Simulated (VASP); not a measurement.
# Os (P6_3/mmc) in VASP: further runs

The runs below take Os through single point, with PBEsol.

Everything below comes from runs of VASP 6.6.1. Logs are shortened: lines on timing, memory, paths and dates and some standing lists are left out, and cuts for length are marked.

## 1. The cell of the first run

It takes space group P6_3/mmc (No. 194, hexagonal). The conventional cell has a = 2.734 Å, b = 2.734 Å, c = 4.363 Å, α = 90.00°, β = 90.00°, γ = 120.00°. Within 3.6 Å of Os (site symmetry -6m2) lie 12 Os at 2.69 to 2.73 Å.

## 2. Single point, PBEsol (zz strain of +1 %)

Input file INCAR:

```
SYSTEM = Os
PREC = Accurate
ENCUT = 520
EDIFF = 1E-6
ISMEAR = -1
SIGMA = 0.08
LREAL = .FALSE.
LASPH = .TRUE.
NELM = 60
ALGO = Normal
ISIF = 2
LWAVE = .FALSE.
LCHARG = .FALSE.
GGA = PS
NBANDS = 15
```

Input file KPOINTS:

```
regular mesh
0
G
  17 17 10
  0 0 0
```

Input file POSCAR:

```
Os
1.0
    2.7340999755      0.0000000000      0.0000000000
   -1.3670499878      2.3678000353      0.0000000000
    0.0000000000      0.0000000000      4.3628970000
Os
2
Direct
    0.3333333333      0.6666666667      0.2500000000
    0.6666666667      0.3333333333      0.7500000000
```

Potentials or basis: VASP PAW PBE potentials, release 64 (Os).

Command:

```
> cat potpaw_PBE.64/Os/POTCAR > POTCAR
> mpirun -np 1 vasp_std > vasp.out
```

OUTCAR:

```text
SYSTEM = Os
   PREC = Accurate
   ENCUT = 520
   EDIFF = 1E-6
   ISMEAR = -1
   LREAL = .FALSE.
   LASPH = .TRUE.
   NELM = 60
   ISIF = 2
   GGA = PS

 ion  position               nearest neighbor table
   1  0.333  0.667  0.250-   2 2.69   2 2.69   2 2.69   2 2.69   2 2.69   2 2.69
   2  0.667  0.333  0.750-   1 2.69   1 2.69   1 2.69   1 2.69   1 2.69   1 2.69

  LATTYP: Found a hexagonal cell.
 ALAT       =     2.7340999755
 C/A-ratio  =     1.5957342596

  Lattice vectors:

 A1 = (   2.7340999755,   0.0000000000,   0.0000000000)
 A2 = (  -1.3670499878,   2.3678000353,   0.0000000000)
 A3 = (   0.0000000000,   0.0000000000,   4.3628970000)

Analysis of symmetry for initial positions (statically):
=====================================================================
 Subroutine PRICEL returns:
 Original cell was already a primitive cell.

 Routine SETGRP: Setting up the symmetry group for a
 hexagonal supercell.

 Subroutine GETGRP returns: Found 24 space group operations
 (whereof 12 operations were pure point group operations)
 out of a pool of 24 trial point group operations.

The static configuration has the point symmetry D_3d.
 The point group associated with its full space group is D_6h.

Analysis of symmetry for dynamics (positions and initial velocities):
=====================================================================
 Subroutine PRICEL returns:
 Original cell was already a primitive cell.

 Routine SETGRP: Setting up the symmetry group for a
 hexagonal supercell.

 Subroutine GETGRP returns: Found 24 space group operations
 (whereof 12 operations were pure point group operations)
 out of a pool of 24 trial point group operations.

The dynamic configuration has the point symmetry D_3d.
 The point group associated with its full space group is D_6h.

 Subroutine INISYM returns: Found 24 space group operations
 (whereof 12 operations are pure point group operations),
 and found     1 'primitive' translations

----------------------------------------------------------------------------------------

                                     Primitive cell

  volume of cell :      28.2445

  direct lattice vectors                    reciprocal lattice vectors
     2.734099975  0.000000000  0.000000000     0.365751073  0.211166481  0.000000000
    -1.367049988  2.367800035  0.000000000     0.000000000  0.422332961  0.000000000
     0.000000000  0.000000000  4.362897000     0.000000000  0.000000000  0.229205503

  length of vectors
     2.734099975  2.734099976  4.362897000     0.422332961  0.422332961  0.229205503

  position of ions in fractional coordinates (direct lattice)
     0.333333333  0.666666667  0.250000000
     0.666666667  0.333333333  0.750000000

  ion indices of the primitive-cell ions
   primitive index   ion index
                 1           1
                 2           2

----------------------------------------------------------------------------------------

 KPOINTS: regular mesh

Automatic generation of k-mesh.
 Grid dimensions read from file:
 generate k-points for:   17   17   10

 Generating k-lattice:

  Cartesian coordinates                     Fractional coordinates (reciprocal lattice)
     0.021514769  0.012421558  0.000000000     0.058823529  0.000000000  0.000000000
     0.000000000  0.024843115  0.000000000     0.000000000  0.058823529  0.000000000
     0.000000000  0.000000000  0.022920550     0.000000000  0.000000000  0.100000000

  Length of vectors
     0.024843115  0.024843115  0.022920550

  Shift w.r.t. Gamma in fractional coordinates (k-lattice)
     0.000000000  0.000000000  0.000000000

 Subroutine IBZKPT returns following result:
 ===========================================

 Found    198 irreducible k-points:

 Following reciprocal coordinates:
            Coordinates               Weight
  0.000000  0.000000  0.000000      1.000000
  0.058824 -0.000000  0.000000      6.000000
  0.117647  0.000000  0.000000      6.000000
  0.176471  0.000000  0.000000      6.000000
  0.235294  0.000000  0.000000      6.000000
  0.294118 -0.000000  0.000000      6.000000
[... 16 lines left out ...]
  0.411765  0.117647  0.000000     12.000000
  0.176471  0.176471  0.000000      6.000000
 [... further k-points ...]
   k-points           NKPTS =    198   k-points in BZ     NKDIM =    198   number of bands    NBANDS=     15
   number of dos      NEDOS =    301   number of ions     NIONS =      2
   total plane-waves  NPLWV =  12800
   dimension x,y,z NGX =    20 NGY =   20 NGZ =   32
   dimension x,y,z NGXF=    40 NGYF=   40 NGZF=   64
   ions per type =               2
   NGX,Y,Z   is equivalent  to a cutoff of  12.16, 12.16, 12.19 a.u.
   NGXF,Y,Z  is equivalent  to a cutoff of  24.32, 24.32, 24.39 a.u.
 SYSTEM =  Os
   PREC   = accura    normal or accurate (medium, high low for compatibility)
   ISTART =      0    job   : 0-new  1-cont  2-samecut
   ICHARG =      2    charge: 1-file 2-atom 10-const
   ISPIN  =      1    spin polarized calculation?
   LNONCOLLINEAR =      F non collinear calculations
   LSORBIT =      F    spin-orbit coupling
   LASPH  =      T    aspherical Exc in radial PAW
   ENCUT  =  520.0 eV  38.22 Ry    6.18 a.u.   5.08  5.08  8.11*2*pi/ulx,y,z
   NELM   =     60;   NELMIN=  2; NELMDL= -5     # of ELM steps
   EDIFF  = 0.1E-05   stopping-criterion for ELM
   LREAL  =      F    real-space projection
   EDIFFG = 0.1E-04   stopping-criterion for IOM
   NSW    =      0    number of steps for IOM
   IBRION =     -1    ionic relax: 0-MD 1-quasi-New 2-CG
   NFREE  =      0    steps in history (QN), initial steepest desc. (CG)
   ISIF   =      2    stress and relaxation
   ISYM   =      2    0-nonsym 1-usesym 2-fastsym
   POTIM  = 0.5000    time-step for ionic-motion
   TEBEG  =    0.0;   TEEND  =   0.0 temperature during run
   PSTRESS=    0.0 pullay stress
   NELECT =      16.0000    total number of electrons
   NUPDOWN=      -1.0000    fix difference up-down
   EMIN   =  10.00;   EMAX   =-10.00  energy-range for DOS
   EFERMI =   0.00;   METHOD = LEGACY
   ISMEAR =    -1;   SIGMA  =   0.08  broadening in eV -4-tet -1-fermi 0-gaus
   EFERMI_NEDOS =   21; number of points for ismear=-14 and -15
   IALGO  =     38    algorithm
   IMIX   =      4    mixing-type and parameters
     AMIX     =   0.40;   BMIX     =  1.00
     AMIX_MAG =   1.60;   BMIX_MAG =  1.00
  volume/ion in A,a.u.               =      14.12        95.30
  Fermi-wavevector in a.u.,A,eV,Ry     =   1.354576  2.559777 24.965004  1.834876
  Thomas-Fermi vector in A             =   2.481736
   LORBIT       =      0    0 simple, 1 ext, 2 COOP (PROOUT), +10 PAW based schemes
   GGA     = PS    functional components
   LHFCALC =     F    Hartree Fock is set to
   AEXX    =    0.0000 exact exchange contribution
   IVDW    =     0    specifies the selected vdW correction
   LEPSILON=     F    determine dielectric tensor
   LRPA    =     F    only Hartree local field effects (RPA)
 non-spin polarized calculation
  energy-cutoff  :      520.00
  volume of cell :       28.24
 maximum number of plane-waves:       782
   NGX = 11   NGY = 11   NGZ = 17

 number of electron      15.9999999 magnetization

 Free energy of the ion-electron system (eV)
  ---------------------------------------------------
  ext. energy  EPLUGINS =         0.00000000
  ---------------------------------------------------
  free energy    TOTEN  =       -24.48397491 eV

  energy without entropy =      -24.45673829  energy(sigma->0) =      -24.47035660

 E-fermi :   9.1867     XC(G=0): -14.1005

 val. band max:        9.1745095064   @ k =   0.1765   0.0588   0.3000
 cond. band min:       9.1897977146   @ k =   0.2941   0.0588   0.1000
 fundamental gap:      0.0152882082
 Fermi energy:         9.1867059665

 k-point     1 :       0.0000    0.0000    0.0000
  band No.  band energies     occupation
      1      -1.7456      2.00000
      2       1.4123      2.00000
      3       6.1489      2.00000
      4       6.1489      2.00000
      5       6.2733      2.00000
      6       6.9531      2.00000
      7       6.9531      2.00000
      8       7.7083      2.00000
      9       7.7083      2.00000
     10       9.0461      1.70587
     11      10.8332      0.00000
     12      10.8332      0.00000
     13      17.9608      0.00000
     14      23.2528      0.00000
     15      25.7790      0.00000

 k-point     2 :       0.0588   -0.0000    0.0000
  band No.  band energies     occupation
      1      -1.6053      2.00000
      2       1.5394      2.00000
      3       5.8170      2.00000
      4       6.2728      2.00000
      5       6.5668      2.00000
      6       6.8669      2.00000
      7       7.0692      2.00000
      8       7.5278      2.00000
      9       7.6079      2.00000
     10       8.4393      1.99982
     11      10.9006      0.00000
     12      11.6511      0.00000
     13      17.9473      0.00000
     14      23.5442      0.00000
     15      25.9685      0.00000

 k-point     3 :       0.1176    0.0000    0.0000
  band No.  band energies     occupation
      1      -1.1972      2.00000
      2       1.8922      2.00000
      3       5.3830      2.00000
      4       6.5976      2.00000
      5       6.6387      2.00000
      6       6.7856      2.00000
      7       6.9847      2.00000
      8       7.3454      2.00000
      9       7.4108      2.00000
     10       7.8704      2.00000
     11      11.0678      0.00000
     12      13.0648      0.00000
     13      17.8860      0.00000
     14      24.3199      0.00000
     15      26.4533      0.00000

 k-point     4 :       0.1765    0.0000    0.0000
  band No.  band energies     occupation
      1      -0.5635      2.00000
      2       2.3625      2.00000
      3       4.9870      2.00000
      4       5.7729      2.00000
      5       6.3053      2.00000
      6       6.9987      2.00000
      7       7.2301      2.00000
      8       7.4794      2.00000
      9       7.5507      2.00000
     10       7.9589      2.00000
     11      11.2680      0.00000
     12      14.5966      0.00000
     13      17.7478      0.00000
     14      24.9459      0.00000
     15      26.5421      0.00000
[... 307 lines left out ...]
 k-point    22 :       0.3529    0.1176    0.0000
  band No.  band energies     occupation
      1       2.3891      2.00000
      2       2.6156      2.00000
      3       2.9920      2.00000
      4       5.3946      2.00000
      5       5.6450      2.00000
      6       6.5989      2.00000
      7       7.0307      2.00000
      8      10.1841      0.00001
      9      10.9937      0.00000
     10      11.5283      0.00000
     11      12.5450      0.00000
     12      17.0217      0.00000
     13      18.1323      0.00000
     14      20.1014      0.00000
     15      20.7966      0.00000

 k-point    23 :       0.4118    0.1176    0.0000
  band No.  band energies     occupation
      1       2.4488      2.00000
      2       2.5607      2.00000
      3       2.7966      2.00000
      4       5.6234      2.00000
      5       5.7883      2.00000
      6       6.4438      2.00000
      7       7.2754      2.00000
      8      10.9544      0.00000
      9      11.2691      0.00000
     10      11.5441      0.00000
     11      13.5560      0.00000
     12      15.4243      0.00000
     13      18.7407      0.00000
     14      19.2349      0.00000
     15      21.4895      0.00000

 k-point    24 :       0.1765    0.1765    0.0000
  band No.  band energies     occupation
      1       1.3610      2.00000
      2       3.4720      2.00000
      3       4.0394      2.00000
      4       4.0450      2.00000
      5       5.7974      2.00000
      6       6.1852      2.00000
      7       7.2663      2.00000
      8       8.2293      1.99999
      9       9.4750      0.05299
     10      10.3722      0.00000
     11      11.3565      0.00000
     12      17.4562      0.00000
     13      18.2085      0.00000
     14      21.9712      0.00000
     15      22.4840      0.00000

 [... further k-points ...]
[... 5 lines left out ...]
  --------------------------------------------------------------------------------------
  -------------------------------------------------------------------------------------
  Total       -0.7732666     -0.7732666     -1.9631889      0.0000000      0.0000000      0.0000000
  in kB      -43.8637206    -43.8637206   -111.3623245      0.0000000      0.0000000      0.0000000
  external PRESSURE =     -66.3632552 kB  Pullay stress =       0.0000000 kB

 VOLUME and BASIS-vectors are now :
 -----------------------------------------------------------------------------
  energy-cutoff  :      520.00
  volume of cell :       28.24
      direct lattice vectors                 reciprocal lattice vectors
     2.734099975  0.000000000  0.000000000     0.365751073  0.211166481  0.000000000
    -1.367049988  2.367800035  0.000000000     0.000000000  0.422332961  0.000000000
     0.000000000  0.000000000  4.362897000     0.000000000  0.000000000  0.229205503

 POSITION                                       TOTAL-FORCE (eV/Angst)
 -----------------------------------------------------------------------------------
     -0.00000      1.57853      1.09072        -0.000000      0.000000      0.000000
      1.36705      0.78927      3.27217         0.000000     -0.000000      0.000000
 -----------------------------------------------------------------------------------
    total drift:                               -0.000000      0.000000     -0.000000

  FREE ENERGIE OF THE ION-ELECTRON SYSTEM (eV)
  ---------------------------------------------------
  free  energy   TOTEN  =       -24.4839749136 eV

  energy  without entropy=      -24.4567382936  energy(sigma->0) =      -24.47035660
```

Wall time 35 s (1 thread of Intel Xeon 6975P-C (Granite Rapids), shared host); peak memory 0.19 GiB.

Results:

- Free energy: -24.4840 eV
- Pressure: -6.6 GPa
- Band gap on the k mesh: zero (band 8 reaches 11.26 eV, above the bottom of band 9 at 7.32 eV)

Stress tensor (GPa, compression positive):
```
 -4.39   0.00   0.00
  0.00  -4.39   0.00
  0.00   0.00 -11.14
```

Levels at points of the mesh, in eV from the Fermi level:
| k point | band 6 | band 7 | band 8 | band 9 | band 10 | band 11 |
| --- | --- | --- | --- | --- | --- | --- |
| (0.00, 0.00, 0.00) | -2.23 | -2.23 | -1.48 | -1.48 | -0.14 | 1.65 |
| (0.00, 0.00, 0.50) | -3.20 | -3.20 | -3.20 | 0.85 | 0.85 | 0.85 |

Caveat: the cell differs from its parent crystal (zz strain of +1 %); the PAW data sets were made with another functional, which shifts forces and pressure a little; spin-orbit coupling is left out, which moves the levels of the heavy elements.

## 3. Single point, PBEsol (zz strain of +2 %)

INCAR, as its differences from that of step 2:

```diff
@@ -8,3 +8,3 @@
 LASPH = .TRUE.
-NELM = 60
+NELM = 100
 ALGO = Normal
```

Input file KPOINTS:

```
Automatic mesh
0
G
  17 17 10
  0 0 0
```

POSCAR, as its differences from that of step 2:

```diff
@@ -4,3 +4,3 @@
    -1.3670499878      2.3678000353      0.0000000000
-    0.0000000000      0.0000000000      4.3628970000
+    0.0000000000      0.0000000000      4.4060940000
 Os
```

Potentials or basis: VASP PAW PBE potentials, release 64 (Os).

Command:

```
> cat potpaw_PBE.64/Os/POTCAR > POTCAR
> mpirun -np 1 vasp_std > vasp.out
```

Wall time 36 s (1 thread of Intel Xeon 6975P-C (Granite Rapids), shared host); peak memory 0.19 GiB.

Results (log left out):

```yaml
Free_energy: -24.4579 eV
Pressure: -10.6 GPa
Band_gap_on_the_k_mesh: zero (band 8 reaches 11.14 eV, above the bottom of band 9 at 7.26 eV)
```

Stress tensor (GPa, compression positive):
```
 -6.49   0.00   0.00
  0.00  -6.49   0.00
  0.00   0.00 -18.84
```

Levels at points of the mesh, in eV from the Fermi level:
```
           k point  band 5  band 6  band 7  band 8  band 9  band 10  band 11  band 12
(0.00, 0.00, 0.00)   -2.97   -2.20   -2.20   -1.36   -1.36    -0.24     1.64     1.64
(0.00, 0.00, 0.50)   -3.11   -3.11   -3.11   -3.11    0.84     0.84     0.84     0.84
```

Caveat: the cell differs from its parent crystal (zz strain of +2 %); the PAW data sets were made with another functional, which shifts forces and pressure a little; spin-orbit coupling is left out, which moves the levels of the heavy elements.

## 4. Single point, PBEsol (volume scaled by 1.02)

Input file INCAR:

```
SYSTEM = Os
ALGO     = Normal         ! electronic algorithm
EDIFF    = 1E-7           ! SCF threshold, eV
ENCUT    = 520            ! plane-wave cutoff, eV
GGA      = PS             ! functional
ISIF     = 2              ! what is computed and relaxed
ISMEAR   = -1             ! smearing method
LASPH    = .TRUE.         ! aspherical terms in the spheres
LCHARG   = .FALSE.        ! write CHGCAR
LREAL    = .FALSE.        ! projectors in reciprocal space
LWAVE    = .FALSE.        ! write WAVECAR
NBANDS   = 15             ! bands
NELM     = 60             ! most SCF steps
PREC     = Accurate       ! precision mode
SIGMA    = 0.08           ! smearing width, eV
```

Input file KPOINTS:

```
k-points
0
G
  17 17 10
  0 0 0
```

Input file POSCAR:

```
Os
1.0
    2.7522071256      0.0000000000      0.0000000000
   -1.3761035628      2.3834812872      0.0000000000
    0.0000000000      0.0000000000      4.3483081185
Os
2
Direct
    0.3333333333      0.6666666667      0.2500000000
    0.6666666667      0.3333333333      0.7500000000
```

Command:

```
> cat potpaw_PBE.64/Os/POTCAR > POTCAR
> mpirun -np 1 vasp_std > vasp.out
```

It took 38 s on 1 thread of Intel Xeon 6975P-C (Granite Rapids), shared host; peak memory 0.18 GiB.

Results (log left out):

```yaml
Free_energy: -24.4739 eV
Pressure: -10.5 GPa
Band_gap_on_the_k_mesh: zero (band 8 reaches 11.01 eV, above the bottom of band 9 at 7.20 eV)
```

Stress tensor (GPa, compression positive):
```
-10.04   0.00   0.00
  0.00 -10.04   0.00
  0.00   0.00 -11.27
```

Levels at points of the mesh, in eV from the Fermi level:
| k point | band 6 | band 7 | band 8 | band 9 | band 10 | band 11 |
| --- | --- | --- | --- | --- | --- | --- |
| (0.00, 0.00, 0.00) | -2.20 | -2.20 | -1.56 | -1.56 | -0.04 | 1.61 |
| (0.00, 0.00, 0.50) | -3.20 | -3.20 | -3.20 | 0.83 | 0.83 | 0.83 |

Caveat: the PAW data sets were made with another functional, which shifts forces and pressure a little; spin-orbit coupling is left out, which moves the levels of the heavy elements.

(Continued in part 2 of 2.)
